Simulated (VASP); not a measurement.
Runs of VASP 6.6.1 on Cd. The structure is that of space group P6_3/mmc (No. 194), or close to it. The cells are those of the table. 

```tsv
task	cell	k mesh	cutoff (eV)	smearing	gap on the mesh (eV)	pressure (GPa)	relaxed volume (Å³/atom)
single point	a = 2.979, b = 2.979, c = 5.618 Å, angles 90.0, 90.0, 120.0°, 2 atoms	9 × 9 × 4	520	gaussian 0.1 eV	none	(a)	-
single point	a = 2.964, b = 2.964, c = 5.517 Å, angles 90.0, 90.0, 120.0°, 2 atoms	18 × 18 × 8	520	fermi-dirac 0.15 eV	none	0.4	-
single point	a = 2.944, b = 2.944, c = 5.610 Å, angles 90.0, 90.0, 120.0°, 2 atoms	18 × 18 × 8	520	gaussian 0.1 eV	none	0.4	-
relaxation of cell and atoms	relaxed from a = 2.979, b = 2.979, c = 5.618 Å, angles 90.0, 90.0, 120.0°, 2 atoms	18 × 18 × 8	600	gaussian 0.1 eV	none	0.0	21.12
single point	a = 2.944, b = 5.610 Å, angles 90.0, 60.0, 90.0°, 2 atoms	12 × 6 × 13	520	gaussian 0.1 eV	none	0.5	-
relaxation of cell and atoms	relaxed from a = 2.944, b = 2.944, c = 5.610 Å, angles 90.0, 90.0, 120.0°, 2 atoms	18 × 18 × 8	600	fermi-dirac 0.15 eV	none	0.0	21.07
```

Alike in all rows: level PBEsol; potentials or basis VASP PAW PBE potentials, release 64 (Cd); no spin polarisation.

**Question.** Estimate the missing entries.

**Answer.** (a) -0.7.

Caveats: the PAW data sets were made with another functional, which shifts forces and pressure a little.

A k mesh can miss the band edges, and the runs leave out spin-orbit coupling on Cd.

A gap of «none» marks levels without a gap at the run's occupations.
